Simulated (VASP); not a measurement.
Pt: single point with LDA

The system is Pt.

```xyz
2
Lattice="2.7142 0.0000 0.0000 -1.3571 2.3505 0.0000 0.0000 0.0000 4.6585" Properties=species:S:1:pos:R:3 pbc="T T T"
Pt    0.0000    1.5670    1.1646
Pt    1.3571    0.7835    3.4938
```

| Quantity | Value |
| --- | --- |
| Program | VASP 6.6.1 |
| Task | single point |
| Functional | LDA |
| Potentials or basis | VASP PAW LDA potentials, release 64 (Pt) |
| Cutoff | 520 eV |
| k mesh | 16 × 16 × 9 |
| Occupations | fermi-dirac, width 0.08 eV |
| Spin | no spin polarisation |

| Quantity | Value |
| --- | --- |
| Pressure | 0.8 GPa |
| Band gap on the k mesh | zero (band 10 reaches 11.93 eV, above the bottom of band 11 at 10.57 eV) |

Stress tensor (GPa, compression positive):
```
0.91 0.00 0.00
0.00 0.91 0.00
0.00 0.00 0.49
```

Levels at points of the mesh, in eV from the Fermi level:
```tsv
k point	band 8	band 9	band 10	band 11	band 12	band 13
(0.00, 0.00, 0.00)	-2.08	-2.08	-0.93	-0.25	-0.25	5.21
(0.50, 0.00, 0.00)	0.06	0.28	0.52	2.36	3.91	7.56
```

Wall time 70 s on 1 thread of Intel(R) Xeon(R) Platinum 8375C CPU @ 2.90GHz (Ice Lake), on a shared host, peak memory 0.17 GiB.

Caveat: spin-orbit coupling is left out, which moves the levels of the heavy elements.
